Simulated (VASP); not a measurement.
A run of VASP 6.6.1:

The input INCAR:

```
SYSTEM = CaF2
PREC = Accurate ; ENCUT = 600
EDIFF = 1E-6 ; ISMEAR = 0
SIGMA = 0.01 ; LREAL = .FALSE.
LASPH = .TRUE. ; NELM = 120
ALGO = Normal ; ISIF = 2
LWAVE = .FALSE. ; LCHARG = .TRUE.
GGA = PE ; LELF = .TRUE.
LVHAR = .TRUE. ; NBANDS = 19
GGA_COMPAT = .FALSE.
```

Contents of KPOINTS:

```
Automatic mesh
0
G
  4 4 4
  0 0 0
```

The input POSCAR:

```
CaF2
1.0
    0.0000000000      2.6734891848      2.6734891848
    2.6734891848      0.0000000000      2.6734891848
    2.6734891848      2.6734891848      0.0000000000
Ca F
1 2
Direct
    0.0000000000      0.0000000000      0.0000000000
    0.2500000000      0.2500000000      0.2500000000
    0.7500000000      0.7500000000      0.7500000000
```

Potentials or basis: VASP PAW PBE potentials, release 64 (Ca_sv, F).

The run is started by

```bash
$ cat potpaw_PBE.64/Ca_sv/POTCAR potpaw_PBE.64/F/POTCAR > POTCAR
$ mpirun -np 1 vasp_std > vasp.out
```

Hardware: 1 thread of Intel Xeon 6975P-C, with other jobs on the host.

Task: Estimate the wall time of this run.

Result: Wall time 10 s on 1 thread of Intel Xeon 6975P-C (shared host), peak memory 0.16 GiB. Counts: scf iterations 13, k points 8.
